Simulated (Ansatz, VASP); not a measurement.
NiO in VASP and in Ansatz

```
Ni O
1.0
     0.00000    2.10842   -2.10842
     0.00000    2.10842    2.10842
     4.21684    0.00000    0.00000
Ni O
2 2
Cartesian
  0.0000 0.0000 0.0000
  2.1084 2.1084 0.0000
  2.1084 2.1084 2.1084
  4.2168 4.2168 2.1084
```

Alike in both runs: task single point; functional PBE; k mesh 12 × 12 × 8; occupations gaussian, width 0.05 eV; collinear spin.

|  | VASP | Ansatz |
| --- | --- | --- |
| version | VASP 6.6.1 | Ansatz 0.2.0 |
| potentials or method | VASP PAW PBE potentials, release 64 (Ni, O), cutoff 520 eV | scalar-relativistic, plane waves, PAW |
| valence electrons in the cell | 32 | 48 |

```tsv
	VASP	Ansatz	Ansatz less VASP
gap on the k mesh at the Fermi level (eV)	none	none	-
pressure (GPa)	0.0	0.4	+0.44
net moment per atom (μB)	0.00	0.00	0.000
size of the moment on the site where the two differ most (μB)	0.09	0.09	+0.006
```

Site moments also hang on the region over which each program counts them. A gap of «none» marks a metal or a gap that the smearing closes. The functional is the same, so the differences come from potentials, cutoffs and numerics. VASP's potentials hold 32 valence electrons a cell and Ansatz's 48, so a difference there can come from the potentials and not from the codes.
